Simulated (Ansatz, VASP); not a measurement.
# Two plane-wave programs on Ge

```
Ge
1.0
     4.05040    0.00000    0.00000
    -2.02520    3.50775    0.00000
     0.00000    0.00000   10.99336
Ge
4
Direct
  0.66667 0.33333 0.41485
  0.33333 0.66667 0.91485
  0.00000 0.00000 0.47745
  0.00000 0.00000 0.97745
```

Alike in both runs: functional PBEsol; k mesh 4 × 4 × 2; occupations fermi-dirac, width 0.05 eV; no spin polarisation.

```csv
,VASP,Ansatz
version,VASP 6.6.1,Ansatz 0.2.0
potentials or method,"VASP PAW PBE potentials, release 64 (Ge_d)",Ansatz PAW
plane-wave cutoff (eV),520,420
valence electrons in the cell,56,56
task,single point,band structure
```

|  | VASP | Ansatz | Ansatz less VASP |
| --- | --- | --- | --- |
| pressure (GPa) | -1.5 | -1.4 | +0.07 |
| traceless stress, the component that is largest in VASP (GPa) | 0.91 | 0.88 | -0.027 |
| rms of the force components (eV/Å) | 0.095 | 0.093 | -0.0019 |

VASP's potentials were made for PBE, not for PBEsol. Atom by atom the forces differ by 0.002 eV/Å (rms over components).

The k mesh is coarse, so the values compare programs but aren't converged.
